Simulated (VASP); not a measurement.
# SrTe (Fm-3m) in VASP: notebook, part 2 of 2

VASP 6.6.1. The steps go on from the part before.

**3. Single point, HSE06**

Input file POSCAR:

```
SrTe
1.0
    0.0000000000      3.3527582052      3.3527582052
    3.3527582052      0.0000000000      3.3527582052
    3.3527582052      3.3527582052      0.0000000000
Sr Te
1 1
Direct
    0.0000000000      0.0000000000      0.0000000000
    0.5000000000      0.5000000000      0.5000000000
```

Input file INCAR.step1:

```
PREC = Accurate ; ENCUT = 400
EDIFF = 1E-5 ; ISMEAR = 0
SIGMA = 0.01 ; LREAL = F
LASPH = T ; NELM = 120
ALGO = Normal ; ISIF = 2
LWAVE = T ; NBANDS = 15
GGA = PE ; GGA_COMPAT = F
```

Input file INCAR.step2:

```
PREC = Accurate ; ENCUT = 400
EDIFF = 1E-6 ; ISMEAR = 0
SIGMA = 0.01 ; LREAL = F
LASPH = T ; NELM = 120
ALGO = Normal ; ISIF = 2
LWAVE = F ; LCHARG = T
GGA = PE ; LHFCALC = T
HFSCREEN = 0.2079 ; PRECFOCK = Normal
LELF = T ; LVHAR = T
NBANDS = 15 ; ISTART = 1
GGA_COMPAT = F
```

Input file KPOINTS:

```
regular mesh
0
Gamma
  4 4 4
```

Potentials or basis: VASP PAW PBE potentials, release 64 (Sr_sv, Te).

Run with:

```console
$ cat potpaw_PBE.64/Sr_sv/POTCAR potpaw_PBE.64/Te/POTCAR > POTCAR
$ cp INCAR.step1 INCAR
$ mpirun -np 1 vasp_std > vasp.out
$ cp INCAR.step2 INCAR
$ mpirun -np 1 vasp_std > vasp.out
```

OUTCAR:

```text
PREC = Accurate
   ENCUT = 400
   EDIFF = 1E-6
   ISMEAR = 0
   LREAL = F
   LASPH = T
   NELM = 120
   ISIF = 2
   GGA = PE
   LHFCALC = T
   HFSCREEN = 0.2079
   PRECFOCK = Normal
   ISTART = 1

 ion  position               nearest neighbor table
   1  0.000  0.000  0.000-   2 3.35   2 3.35   2 3.35   2 3.35   2 3.35   2 3.35
   2  0.500  0.500  0.500-   1 3.35   1 3.35   1 3.35   1 3.35   1 3.35   1 3.35

  LATTYP: Found a face centered cubic cell.
 ALAT       =     6.7055164104

  Lattice vectors:

 A1 = (   0.0000000000,   3.3527582052,   3.3527582052)
 A2 = (   3.3527582052,   0.0000000000,   3.3527582052)
 A3 = (   3.3527582052,   3.3527582052,   0.0000000000)

Analysis of symmetry for initial positions (statically):
=====================================================================
 Subroutine PRICEL returns:
 Original cell was already a primitive cell.

 Routine SETGRP: Setting up the symmetry group for a
 face centered cubic supercell.

 Subroutine GETGRP returns: Found 48 space group operations
 (whereof 48 operations were pure point group operations)
 out of a pool of 48 trial point group operations.

The static configuration has the point symmetry O_h .

Analysis of symmetry for dynamics (positions and initial velocities):
=====================================================================
 Subroutine PRICEL returns:
 Original cell was already a primitive cell.

 Routine SETGRP: Setting up the symmetry group for a
 face centered cubic supercell.

 Subroutine GETGRP returns: Found 48 space group operations
 (whereof 48 operations were pure point group operations)
 out of a pool of 48 trial point group operations.

The dynamic configuration has the point symmetry O_h .

 Subroutine INISYM returns: Found 48 space group operations
 (whereof 48 operations are pure point group operations),
 and found     1 'primitive' translations

[... 113 lines left out ...]
   IVDW    =     0    specifies the selected vdW correction
   LEPSILON=     F    determine dielectric tensor
   LRPA    =     F    only Hartree local field effects (RPA)
 non-spin polarized calculation
 Gauss-broadening in eV      SIGMA  =   0.01
  energy-cutoff  :      400.00
  volume of cell :       75.38
 maximum number of plane-waves:      1384
 NGX is ok and might be reduce to    32
  NGX = 24; NGY = 24; NGZ = 24

 number of electron      16.0000001 magnetization

 Free energy of the ion-electron system (eV)
  ---------------------------------------------------
  ext. energy  EPLUGINS =         0.00000000
  ---------------------------------------------------
  free energy    TOTEN  =        -9.45410276 eV

  energy without entropy =       -9.45410276  energy(sigma->0) =       -9.45410276

 E-fermi :   2.3041     XC(G=0):  -7.0655

 val. band max:        2.1953426559   @ k =   0.0000   0.0000   0.0000
 cond. band min:       4.6876692902   @ k =   0.5000   0.5000   0.0000
 fundamental gap:      2.4923266343
 Fermi energy:         2.3041409595

 k-point     1 :       0.0000    0.0000    0.0000
  band No.  band energies     occupation
      1     -35.0291      2.00000
      2     -15.7346      2.00000
      3     -15.7346      2.00000
      4     -15.7346      2.00000
      5      -8.6164      2.00000
      6       2.1953      2.00000
      7       2.1953      2.00000
      8       2.1953      2.00000
      9       5.7134      0.00000
     10       6.3869      0.00000
     11       6.3869      0.00000
     12       6.3869      0.00000
     13       7.0537      0.00000
     14       7.0537      0.00000
[... 113 lines left out ...]
      2     -15.7974      2.00000
      3     -15.7974      2.00000
      4     -15.7781      2.00000
      5      -8.0060      2.00000
      6       0.5109      2.00000
      7       0.5109      2.00000
      8       0.6157      2.00000
      9       7.0293      0.00000
     10       7.0293      0.00000
     11       7.5483      0.00000
     12       8.9523      0.00000
     13       9.5304      0.00000
     14      10.6650      0.00000
     15      11.5908      0.00000

------------------------ aborting loop because EDIFF is reached ----------------------------------------

  FORCE on cell =-STRESS in cart. coord.  units (eV):
  Direction    XX          YY          ZZ          XY          YZ          ZX
  --------------------------------------------------------------------------------------
  -------------------------------------------------------------------------------------
  Total       -0.0719103     -0.0719103     -0.0719103      0.0000000      0.0000000     -0.0000000
  in kB       -1.5284988     -1.5284988     -1.5284988      0.0000000      0.0000000     -0.0000000
  external PRESSURE =      -1.5284988 kB  Pullay stress =       0.0000000 kB

 VOLUME and BASIS-vectors are now :
 -----------------------------------------------------------------------------
  energy-cutoff  :      400.00
  volume of cell :       75.38
      direct lattice vectors                 reciprocal lattice vectors
     0.000000000  3.352758205  3.352758205    -0.149130945  0.149130945  0.149130945
     3.352758205  0.000000000  3.352758205     0.149130945 -0.149130945  0.149130945
     3.352758205  3.352758205  0.000000000     0.149130945  0.149130945 -0.149130945

 POSITION                                       TOTAL-FORCE (eV/Angst)
 -----------------------------------------------------------------------------------
      0.00000      0.00000      0.00000        -0.000000      0.000000     -0.000000
      3.35276      3.35276      3.35276         0.000000     -0.000000      0.000000
 -----------------------------------------------------------------------------------
    total drift:                                0.000000      0.000000      0.000000

  FREE ENERGIE OF THE ION-ELECTRON SYSTEM (eV)
  ---------------------------------------------------
  free  energy   TOTEN  =        -9.4541027585 eV

  energy  without entropy=       -9.4541027585  energy(sigma->0) =       -9.45410276
```

OSZICAR.step1:

```text
N       E                     dE             d eps       ncg     rms          rms(c)
DAV:   1     0.586863575555E+02    0.58686E+02   -0.60197E+03   240   0.769E+02
DAV:   2    -0.489940322356E+01   -0.63586E+02   -0.58655E+02   311   0.160E+02
DAV:   3    -0.825953341994E+01   -0.33601E+01   -0.33423E+01   362   0.328E+01
DAV:   4    -0.835107014137E+01   -0.91537E-01   -0.91522E-01   301   0.531E+00
DAV:   5    -0.835266920839E+01   -0.15991E-02   -0.15990E-02   355   0.674E-01    0.146E+01
DAV:   6    -0.824842377403E+01    0.10425E+00   -0.13879E-01   282   0.206E+00    0.870E+00
DAV:   7    -0.825225426764E+01   -0.38305E-02   -0.17463E-01   297   0.248E+00    0.110E+00
DAV:   8    -0.825224550959E+01    0.87581E-05   -0.20928E-02   247   0.666E-01    0.394E-01
DAV:   9    -0.825239819856E+01   -0.15269E-03   -0.92482E-04   296   0.196E-01    0.174E-01
DAV:  10    -0.825263540661E+01   -0.23721E-03   -0.17709E-04   254   0.760E-02    0.350E-02
DAV:  11    -0.825265879481E+01   -0.23388E-04   -0.24091E-05   268   0.254E-02    0.425E-02
DAV:  12    -0.825265928412E+01   -0.48931E-06   -0.67940E-06   190   0.126E-02
   1 F= -.82526593E+01 E0= -.82526593E+01  d E =-.301363E-40
```

Run time: 3 min. Hardware: 1 thread of Intel Xeon Platinum 8488C (Sapphire Rapids), shared host; peak memory 0.27 GiB.

Results:

* Free energy: -9.4541 eV
* Pressure: -0.2 GPa
* Band gap on the k mesh: 2.49 eV, indirect (least direct gap 3.30 eV)

Levels at points of the mesh, in eV from the valence-band top:
```
           k point  band 5  band 6  band 7  band 8  band 9  band 10  band 11  band 12
(0.00, 0.00, 0.00)  -10.81    0.00    0.00    0.00    3.52     4.19     4.19     4.19
(0.50, 0.00, 0.00)  -10.12   -3.00   -1.13   -1.13    4.57     6.22     6.46     6.46
(0.50, 0.50, 0.00)  -10.31   -2.15   -0.81   -0.81    2.49     4.67     5.84     7.16
```

Caveat: the PAW data sets were made with another functional, which shifts forces and pressure a little; spin-orbit coupling is left out, which moves the levels of the heavy elements.

**4. Single point, PBE-based screened hybrid**

POSCAR is that of step 3.

Input file INCAR.step1:

```
SYSTEM = SrTe
PREC     = Accurate       ! precision mode
ENCUT    = 400            ! plane-wave cutoff, eV
EDIFF    = 1E-5           ! SCF threshold, eV
ISMEAR   = 0              ! smearing method
SIGMA    = 0.01           ! smearing width, eV
LREAL    = .False.        ! projectors in reciprocal space
LASPH    = .True.         ! aspherical terms in the spheres
NELM     = 120            ! most SCF steps
ALGO     = Normal         ! electronic algorithm
ISIF     = 2              ! what is computed and relaxed
LWAVE    = .True.         ! write WAVECAR
LCHARG   = .False.        ! write CHGCAR
GGA      = PE             ! functional
NBANDS   = 15             ! bands
GGA_COMPAT= .False.
```

Input file INCAR.step2:

```
SYSTEM = SrTe
PREC     = Accurate       ! precision mode
ENCUT    = 400            ! plane-wave cutoff, eV
EDIFF    = 1E-6           ! SCF threshold, eV
ISMEAR   = 0              ! smearing method
SIGMA    = 0.01           ! smearing width, eV
LREAL    = .False.        ! projectors in reciprocal space
LASPH    = .True.         ! aspherical terms in the spheres
NELM     = 120            ! most SCF steps
ALGO     = Normal         ! electronic algorithm
ISIF     = 2              ! what is computed and relaxed
LWAVE    = .False.        ! write WAVECAR
LCHARG   = .False.        ! write CHGCAR
GGA      = PE             ! functional
LHFCALC  = .True.         ! exact exchange
AEXX     = 0.5            ! exact-exchange fraction
HFSCREEN = 0.3            ! screening, 1/A
PRECFOCK = Normal       
ISTART   = 1            
NBANDS   = 15             ! bands
GGA_COMPAT= .False.
```

Input file KPOINTS:

```
regular mesh
0
Gamma
  4 4 4
  0 0 0
```

Potentials or basis: VASP PAW PBE potentials, release 64 (Sr_sv, Te).

Run with:

```console
$ cat potpaw_PBE.64/Sr_sv/POTCAR potpaw_PBE.64/Te/POTCAR > POTCAR
$ cp INCAR.step1 INCAR
$ mpirun -np 1 vasp_std > vasp.out
$ cp INCAR.step2 INCAR
$ mpirun -np 1 vasp_std > vasp.out
```

OUTCAR:

```text
SYSTEM = SrTe
   PREC = Accurate
   ENCUT = 400
   EDIFF = 1E-6
   ISMEAR = 0
   LREAL = .False.
   LASPH = .True.
   NELM = 120
   ISIF = 2
   GGA = PE
   LHFCALC = .True.
   AEXX = 0.5
   HFSCREEN = 0.3
   PRECFOCK = Normal
   ISTART = 1

 ion  position               nearest neighbor table
   1  0.000  0.000  0.000-   2 3.35   2 3.35   2 3.35   2 3.35   2 3.35   2 3.35
   2  0.500  0.500  0.500-   1 3.35   1 3.35   1 3.35   1 3.35   1 3.35   1 3.35

[... 325 lines left out ...]

------------------------ aborting loop because EDIFF is reached ----------------------------------------

  FORCE on cell =-STRESS in cart. coord.  units (eV):
  Direction    XX          YY          ZZ          XY          YZ          ZX
  --------------------------------------------------------------------------------------
  -------------------------------------------------------------------------------------
  Total       -0.2661161     -0.2661161     -0.2661161      0.0000000      0.0000000     -0.0000000
  in kB       -5.6564635     -5.6564635     -5.6564635      0.0000000      0.0000000     -0.0000000
  external PRESSURE =      -5.6564635 kB  Pullay stress =       0.0000000 kB

 VOLUME and BASIS-vectors are now :
 -----------------------------------------------------------------------------
  energy-cutoff  :      400.00
  volume of cell :       75.38
      direct lattice vectors                 reciprocal lattice vectors
     0.000000000  3.352758205  3.352758205    -0.149130945  0.149130945  0.149130945
     3.352758205  0.000000000  3.352758205     0.149130945 -0.149130945  0.149130945
     3.352758205  3.352758205  0.000000000     0.149130945  0.149130945 -0.149130945

 POSITION                                       TOTAL-FORCE (eV/Angst)
 -----------------------------------------------------------------------------------
      0.00000      0.00000      0.00000        -0.000000      0.000000     -0.000000
      3.35276      3.35276      3.35276         0.000000     -0.000000      0.000000
 -----------------------------------------------------------------------------------
    total drift:                                0.000000      0.000001      0.000001

  FREE ENERGIE OF THE ION-ELECTRON SYSTEM (eV)
  ---------------------------------------------------
  free  energy   TOTEN  =       -10.4799025194 eV

  energy  without entropy=      -10.4799025194  energy(sigma->0) =      -10.47990252
```

Wall time 4 min (1 thread of Intel Xeon Platinum 8488C (Sapphire Rapids), shared host); peak memory 0.27 GiB.

What came out:

- Free energy: -10.4799 eV
- Pressure: -0.6 GPa
- Band gap on the k mesh: 2.94 eV, indirect (least direct gap 3.79 eV)

Caveat: the PAW data sets were made with another functional, which shifts forces and pressure a little; spin-orbit coupling is left out, which moves the levels of the heavy elements. A k mesh can miss the band edges.

**5. Single point, PBE-based screened hybrid**

POSCAR is that of step 4.

Input file INCAR.step1:

```
SYSTEM = SrTe
PREC = Accurate
ENCUT = 400
EDIFF = 1E-5
ISMEAR = 0
SIGMA = 0.01
LREAL = .FALSE.
LASPH = .TRUE.
NELM = 120
ALGO = Normal
ISIF = 2
LWAVE = .TRUE.
GGA = PE
NBANDS = 15
GGA_COMPAT = .FALSE.
```

Input file INCAR.step2:

```
SYSTEM = SrTe
PREC = Accurate
ENCUT = 400
EDIFF = 1E-6
ISMEAR = 0
SIGMA = 0.01
LREAL = .FALSE.
LASPH = .TRUE.
NELM = 120
ALGO = Normal
ISIF = 2
LWAVE = .FALSE.
LCHARG = .TRUE.
GGA = PE
LHFCALC = .TRUE.
AEXX = 0.3
HFSCREEN = 0.1
PRECFOCK = Normal
LELF = .TRUE.
LVHAR = .TRUE.
ISTART = 1
NBANDS = 15
GGA_COMPAT = .FALSE.
```

Input file KPOINTS:

```
Automatic mesh
0
G
  4 4 4
  0 0 0
```

Run with:

```console
$ cat potpaw_PBE.64/Sr_sv/POTCAR potpaw_PBE.64/Te/POTCAR > POTCAR
$ cp INCAR.step1 INCAR
$ mpirun -np 1 vasp_std > vasp.out
$ cp INCAR.step2 INCAR
$ mpirun -np 1 vasp_std > vasp.out
```

It took 3.3 min on 1 thread of Intel Xeon Platinum 8488C (Sapphire Rapids), shared host; peak memory 0.28 GiB.

The run converged. Its results:

```yaml
Free_energy: -10.0700 eV
Pressure: -0.4 GPa
Band_gap_on_the_k_mesh: 3.02 eV, indirect (least direct gap 3.86 eV)
```

Levels at points of the mesh, in eV from the valence-band top:
```csv
k point,band 5,band 6,band 7,band 8,band 9,band 10,band 11,band 12
"(0.00, 0.00, 0.00)",-11.05,0.00,0.00,0.00,4.03,4.78,4.78,4.78
"(0.50, 0.00, 0.00)",-10.34,-3.11,-1.16,-1.16,5.09,6.86,7.12,7.12
"(0.50, 0.50, 0.00)",-10.53,-2.25,-0.84,-0.84,3.02,5.23,6.47,7.82
```

Caveat: the PAW data sets were made with another functional, which shifts forces and pressure a little; spin-orbit coupling is left out, which moves the levels of the heavy elements.

**6. Single point, PBE-based screened hybrid**

POSCAR is that of step 5.

Input file INCAR.step1:

```
SYSTEM = SrTe
PREC = Accurate
ENCUT = 400
EDIFF = 1E-5
ISMEAR = 0
SIGMA = 0.01
LREAL = .False.
LASPH = .True.
NELM = 120
ALGO = Normal
ISIF = 2
LWAVE = .True.
GGA = PE
NBANDS = 15
GGA_COMPAT = .False.
```

Input file INCAR.step2:

```
SYSTEM = SrTe
PREC = Accurate
ENCUT = 400
EDIFF = 1E-6
ISMEAR = 0
SIGMA = 0.01
LREAL = .False.
LASPH = .True.
NELM = 120
ALGO = Normal
ISIF = 2
LWAVE = .False.
LCHARG = .True.
GGA = PE
LHFCALC = .True.
AEXX = 0.1
HFSCREEN = 0.3
PRECFOCK = Normal
LELF = .True.
LVHAR = .True.
ISTART = 1
NBANDS = 15
GGA_COMPAT = .False.
```

Input file KPOINTS:

```
Automatic mesh
0
Gamma
  4 4 4
  0 0 0
```

Potentials or basis: VASP PAW PBE potentials, release 64 (Sr_sv, Te).

Run with:

```console
$ cat potpaw_PBE.64/Sr_sv/POTCAR potpaw_PBE.64/Te/POTCAR > POTCAR
$ cp INCAR.step1 INCAR
$ mpirun -np 1 vasp_std > vasp.out
$ cp INCAR.step2 INCAR
$ mpirun -np 1 vasp_std > vasp.out
```

Run time: 2.3 min. Hardware: 1 thread of Intel Xeon Platinum 8488C (Sapphire Rapids), shared host; peak memory 0.27 GiB.

It converged, with:

* Free energy: -8.6236 eV
* Pressure: 0.2 GPa
* Band gap on the k mesh: 1.96 eV, indirect (least direct gap 2.72 eV)

Levels at points of the mesh, in eV from the valence-band top:
```csv
k point,band 6,band 7,band 8,band 9,band 10,band 11
"(0.00, 0.00, 0.00)",0.00,0.00,0.00,2.99,3.56,3.56
"(0.50, 0.00, 0.00)",-2.84,-1.09,-1.09,4.06,5.46,5.66
"(0.50, 0.50, 0.00)",-2.01,-0.75,-0.75,1.96,4.08,5.11
```

Caveat: the PAW data sets were made with another functional, which shifts forces and pressure a little; spin-orbit coupling is left out, which moves the levels of the heavy elements.

**7. Summary**

| level | cutoff (eV) | grid for exact exchange (PRECFOCK) | screening parameter | share of exact exchange | gap on the mesh (eV) | pressure (GPa) |
| --- | --- | --- | --- | --- | --- | --- |
| PBE | 500 | - | - | - | 1.74 | 0.4 |
| HSE06 | 400 | Normal | 0.2079 1/Å | - | 2.49 | -0.2 |
| PBE-based screened hybrid | 400 | Normal | 0.3 1/Å | 0.5 | 2.94 | -0.6 |
| PBE-based screened hybrid | 400 | Normal | 0.1 1/Å | 0.3 | 3.02 | -0.4 |
| PBE-based screened hybrid | 400 | Normal | 0.3 1/Å | 0.1 | 1.96 | 0.2 |

Alike in all rows: task single point; potentials or basis VASP PAW PBE potentials, release 64 (Sr_sv, Te); no spin polarisation; cell as given; k mesh 4 × 4 × 4; smearing gaussian 0.01 eV.

On the cell as given the gap runs from 1.74 eV (PBE) to 3.02 eV (PBE-based screened hybrid). The pressure there spans -0.6 GPa (PBE-based screened hybrid) to 0.4 GPa (PBE); a positive pressure means that this level wants a larger cell, a negative one a smaller.

Caveats: spin-orbit coupling is left out, which moves the levels of the heavy elements; the PAW data sets were made with another functional, which shifts forces and pressure a little (some runs).

Absolute energies hang on the potentials; compare differences alone.
